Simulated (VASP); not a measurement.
Here is a VASP 6.6.1 calculation.

INCAR

```
SYSTEM = BP
  PREC = Accurate
  ENCUT = 500
  EDIFF = 1E-7
  ISMEAR = 0
  SIGMA = 0.01
  LREAL = .FALSE.
  LASPH = .TRUE.
  NELM = 120
  ALGO = Normal
  ISIF = 3
  LWAVE = .FALSE.
  LCHARG = .FALSE.
  GGA = PE
  IBRION = 2
  NSW = 80
  EDIFFG = -0.001
  GGA_COMPAT = .FALSE.
  NELMIN = 4
```

The input KPOINTS:

```
Automatic mesh
0
G
  12 12 12
  0 0 0
```

File POSCAR:

```
BP
1.0
    0.0000000000      2.2741520094      2.2741520094
    2.2741520094      0.0000000000      2.2741520094
    2.2741520094      2.2741520094      0.0000000000
B P
1 1
Direct
    0.0000000000      0.0000000000      0.0000000000
    0.2500000000      0.2500000000      0.2500000000
```

Potentials or basis: VASP PAW PBE potentials, release 64 (B, P).

The run is started by

```sh
$ cat potpaw_PBE.64/B/POTCAR potpaw_PBE.64/P/POTCAR > POTCAR
$ mpirun -np 1 vasp_std > vasp.out
```

Question: Estimate the space group after relaxing (to 0.05 Å).

Answer: F-43m (No. 216).

Question: What does it give for the band gap on the k mesh?

Answer: 1.24 eV, indirect (least direct gap 3.39 eV).

Question: What does it give for the relaxed volume?

Answer: 11.75 Å³/atom.

Final structure:
```
B P
1.0
     0.00000    2.27315    2.27315
     2.27315    0.00000    2.27315
     2.27315    2.27315    0.00000
B P
1 1
Direct
  0.00000 0.00000 0.00000
  0.25000 0.25000 0.25000
```

A k mesh can miss the band edges.
